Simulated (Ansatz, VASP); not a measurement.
## Au: VASP beside Ansatz

```
Au
1.0
    -1.06459    1.71260    1.71260
     1.71260   -1.06459    1.71260
     1.71260    1.71260   -1.06459
Au
1
Direct
  0.00000 0.00000 0.00000
```

Alike in both runs: task single point; functional PBEsol; k mesh 22 × 22 × 22; occupations gaussian, width 0.15 eV; no spin polarisation.

```csv
,VASP,Ansatz
version,VASP 6.6.1,Ansatz 0.2.0
potentials or method,"VASP PAW PBE potentials, release 64 (Au), cutoff 520 eV","scalar-relativistic, plane waves, PAW"
valence electrons in the cell,11,19
```

```csv
,VASP,Ansatz,Ansatz less VASP
gap on the k mesh at the Fermi level (eV),none,none,-
pressure (GPa),9.0,9.3,+0.27
"traceless stress, the component that is largest in VASP (GPa)",-1.87,-1.88,-0.012
```

VASP's potentials were made for PBE, not for PBEsol. A gap of «none» marks a metal or a gap that the smearing closes. VASP's potentials hold 11 valence electrons a cell and Ansatz's 19, so a difference there can come from the potentials and not from the codes.

Neither program's run includes spin-orbit coupling.
